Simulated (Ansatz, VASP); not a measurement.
## Two plane-wave programs on W

INCAR

```
SYSTEM = W
  PREC = Accurate
  ENCUT = 500
  EDIFF = 1E-6
  ISMEAR = 0
  SIGMA = 0.05
  LREAL = .FALSE.
  LASPH = .TRUE.
  NELM = 200
  ALGO = Normal
  ISIF = 2
  LWAVE = .FALSE.
  LCHARG = .FALSE.
  LNONCOLLINEAR = .TRUE.
  MAGMOM = 0 0 0
  LORBIT = 11
  LSORBIT = .TRUE.
  GGA_COMPAT = .FALSE.
  LORBMOM = .TRUE.
  LMAXMIX = 4
  GGA = PS
  NBANDS = 25
```

KPOINTS

```
regular mesh
0
G
  12 12 12
  0 0 0
```

POSCAR

```
W
1.0
   -1.5799983977      1.5799983977      1.5799983977
    1.5799983977     -1.5799983977      1.5799983977
    1.5799983977      1.5799983977     -1.5799983977
W
1
Direct
    0.0000000000      0.0000000000      0.0000000000
```

Input for Ansatz:

```yaml
crystal:
  lattice:
    - [-1.5799983977, 1.5799983977, 1.5799983977]
    - [1.5799983977, -1.5799983977, 1.5799983977]
    - [1.5799983977, 1.5799983977, -1.5799983977]
  atoms:
    - { symbol: W, position: [0.0, 0.0, 0.0] }
basis:
  ecutwfc: 420
  ecutrho_ratio: 4
kpoints:
  mp_grid: { grid: [12, 12, 12] }
  band_path:
    path:
      - [[0.0, 0.0, 0.0], [0.5, -0.5, 0.5], [0.0, 0.0, 0.5], [0.0, 0.0, 0.0], [0.25, 0.25, 0.25], [0.5, -0.5, 0.5]]
      - [[0.25, 0.25, 0.25], [0.0, 0.0, 0.5]]
    npoints: 10
hamiltonian:
  xc: pbesol
scf:
  occupations: { method: gaussian, width: 0.05 }
output:
  forces: true
  stress: true
  eigenvalues: true
  populations: true
  eigenstates:
    nscf_kmesh: { grid: [22, 22, 22] }
    de_dk: true
    e_range: [-2.5, 2.5]
  write_density: true
  write_potential: true
  elf: true
  volumetric_format: npy
magnetization:
  noncollinear: true
  spin_orbit: true
```

Alike in both runs: task single point; functional PBEsol; k mesh 12 × 12 × 12; occupations gaussian, width 0.05 eV; non-collinear spin, spin-orbit coupling.

|  | VASP | Ansatz |
| --- | --- | --- |
| version | VASP 6.6.1 | Ansatz 0.2.0 |
| potentials or method | VASP PAW PBE potentials, release 64 (W_sv), cutoff 500 eV | plane waves, PAW |
| valence electrons in the cell | 14 | 14 |

VASP gave:

```
pressure (GPa)           : 0.0
net moment per atom (μB) : 0.00
```

**Question.** Which values does Ansatz return?

**Answer.** Pressure (GPa): -0.9; net moment per atom (μB): 0.00.

VASP's potentials were made for PBE, not for PBEsol.
